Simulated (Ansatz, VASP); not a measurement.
Ga3As3CO in VASP and in Ansatz

File INCAR:

```
SYSTEM = Ga3As3CO
  PREC = Accurate
  ENCUT = 520
  EDIFF = 1E-6
  ISMEAR = 0
  SIGMA = 0.05
  LREAL = .FALSE.
  LASPH = .TRUE.
  NELM = 80
  ALGO = Normal
  ISIF = 2
  LWAVE = .FALSE.
  LCHARG = .TRUE.
  LDIPOL = .TRUE.
  IDIPOL = 3
  DIPOL = 0.5 0.5 0.320
  GGA = PE
  IVDW = 12
  LELF = .TRUE.
  LVHAR = .TRUE.
  LVACPOTAV = .TRUE.
  NBANDS = 42
```

The input KPOINTS:

```
Automatic mesh
0
G
  7 5 1
  0 0 0
```

File POSCAR:

```
Ga3As3CO
1.0
    4.0137031122      0.0000000000      0.0000000000
    0.0000000000      5.6762333766      0.0000000000
    0.0000000000      0.0000000000     23.3352699183
Ga As O C
3 3 1 1
Direct
    0.5000000000      0.5000000000      0.1714143446
    0.0000000000      0.0653835280      0.2680035050
    0.5000000000      0.4894639658      0.3228546360
    0.0000000000      0.2500000000      0.1714143446
    0.5000000000      0.8102208721      0.2504948971
    0.0000000000      0.2887573246      0.3593388869
    0.2500000000      0.5387573246      0.4836142868
    0.2500000000      0.5387573246      0.5328959109
```

Input for Ansatz:

```yaml
crystal:
  lattice:
    - [4.0137031122, 0.0, 0.0]
    - [0.0, 5.6762333766, 0.0]
    - [0.0, 0.0, 23.3352699183]
  atoms:
    - { symbol: Ga, position: [0.5, 0.5, 0.1714143446] }
    - { symbol: As, position: [0.0, 0.25, 0.1714143446] }
    - { symbol: Ga, position: [0.0, 0.065383528, 0.268003505] }
    - { symbol: As, position: [0.5, 0.8102208721, 0.2504948971] }
    - { symbol: Ga, position: [0.5, 0.4894639658, 0.322854636] }
    - { symbol: As, position: [0.0, 0.2887573246, 0.3593388869] }
    - { symbol: O, position: [0.25, 0.5387573246, 0.4836142868] }
    - { symbol: C, position: [0.25, 0.5387573246, 0.5328959109] }
basis:
  ecutwfc: 420
kpoints:
  mp_grid: { grid: [7, 5, 1] }
hamiltonian:
  xc: pbe
  pseudopotentials: { kind: paw, azcp: { folder: soft_1 } }
  dispersion: d3bj
scf:
  occupations: { method: gaussian, width: 0.05 }
output:
  forces: true
  eigenvalues: true
efield:
  axis: 3
  dipole_correction: true
  ramp_width: 0.04
```

Alike in both runs: task single point; functional PBE; dispersion D3(BJ); k mesh 7 × 5 × 1; occupations gaussian, width 0.05 eV; no spin polarisation.

|  | VASP | Ansatz |
| --- | --- | --- |
| version | VASP 6.6.1 | Ansatz 0.2.0 |
| potentials or method | VASP PAW PBE potentials, release 64 (Ga_d, As, O, C), cutoff 520 eV | scalar-relativistic, plane waves, PAW |
| valence electrons in the cell | 64 | 94 |

```csv
,VASP,Ansatz,Ansatz less VASP
gap on the k mesh at the Fermi level (eV),0.40,0.41,+0.008
least direct gap on the mesh (eV),0.75,0.75,+0.003
rms of the force components (eV/Å),0.381,0.546,+0.1658
```

One of these differences is far larger than is usual between the two programs; its cause wasn't traced. VASP's potentials hold 64 valence electrons a cell and Ansatz's 94, so a difference there can come from the potentials and not from the codes.

Noted on VASP's run: the standard files for N, O and F lose accuracy on very short bonds.
